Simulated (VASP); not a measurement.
Here is a VASP 6.6.1 calculation.

The input INCAR:

```
PREC = Accurate
ENCUT = 520
EDIFF = 1E-6
ISMEAR = -1
SIGMA = 0.05
LREAL = False
LASPH = True
NELM = 60
ALGO = Normal
ISIF = 2
LWAVE = False
LCHARG = True
GGA = RP
LELF = True
LVHAR = True
NBANDS = 12
```

File KPOINTS:

```
Automatic mesh
0
Gamma
  11 11 11
```

The input POSCAR:

```
Ag
1.0
   -1.6759982540      1.6759982540      1.6759982540
    1.6759982540     -1.6759982540      1.6759982540
    1.6759982540      1.6759982540     -1.6759982540
Ag
1
Direct
    0.0000000000      0.0000000000      0.0000000000
```

Potentials or basis: VASP PAW PBE potentials, release 64 (Ag).

Launch:

```console
$ cat potpaw_PBE.64/Ag/POTCAR > POTCAR
$ mpirun -np 1 vasp_std > vasp.out
```

Q: Predict the pressure.

A: -0.1 GPa.

Caveat: the PAW data sets were made with another functional, which shifts forces and pressure a little.
